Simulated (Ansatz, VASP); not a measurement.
One calculation of H15C2N3, two programs

```
C H N
1.0
     7.21893    0.00000    0.00000
     0.00000    7.21893    0.00000
     0.00000    0.00000    7.21893
C H N
4 30 6
Direct
  0.80632 0.75516 0.90107
  0.73296 0.60209 0.02575
  0.35826 0.56457 0.68412
  0.37626 0.68493 0.51187
  0.69324 0.82452 0.82709
  0.87959 0.86055 0.98144
  0.90242 0.70062 0.79651
  0.84755 0.53644 0.10072
  0.63448 0.65620 0.12867
  0.66187 0.49445 0.94636
  0.37473 0.64689 0.81113
  0.22156 0.49879 0.69044
  0.46211 0.45387 0.68854
  0.35518 0.60348 0.38467
  0.27512 0.79869 0.51047
  0.51439 0.74823 0.50255
  0.29439 0.13739 0.76358
  0.46593 0.10316 0.61912
  0.44055 0.96999 0.79924
  0.96390 0.96844 0.31378
  0.89328 0.02569 0.52423
  0.77552 0.87469 0.40337
  0.51293 0.34098 0.25393
  0.63751 0.14925 0.26559
  0.52874 0.20798 0.07052
  0.84818 0.38724 0.40089
  0.98798 0.56618 0.42520
  0.07200 0.35738 0.40510
  0.97233 0.30605 0.73259
  0.86343 0.16231 0.86927
  0.02576 0.29264 0.95443
  0.15259 0.98476 0.01819
  0.30372 0.01497 0.18636
  0.23821 0.80411 0.12652
  0.43253 0.10431 0.75662
  0.84744 0.99601 0.39346
  0.51733 0.20592 0.21205
  0.96689 0.43189 0.46373
  0.99176 0.21491 0.84115
  0.19111 0.93609 0.14583
```

Alike in both runs: functional PBE; dispersion D3(BJ); k mesh 1 × 1 × 1; occupations fermi-dirac, width 0.05 eV; no spin polarisation.

Ansatz relaxed the structure, and its values are those at the end. VASP's run is a single point on that final structure, the one shown.

```csv
,VASP,Ansatz
version,VASP 6.6.1,Ansatz 0.2.0
potentials or method,"VASP PAW PBE potentials, release 64 (C, H, N), cutoff 520 eV","scalar-relativistic, plane waves, PAW"
valence electrons in the cell,76,76
```

```tsv
	VASP	Ansatz	Ansatz less VASP
gap on the k mesh at the Fermi level (eV)	4.06	4.06	+0.006
rms of the force components (eV/Å)	0.034	0.029	-0.0048
```
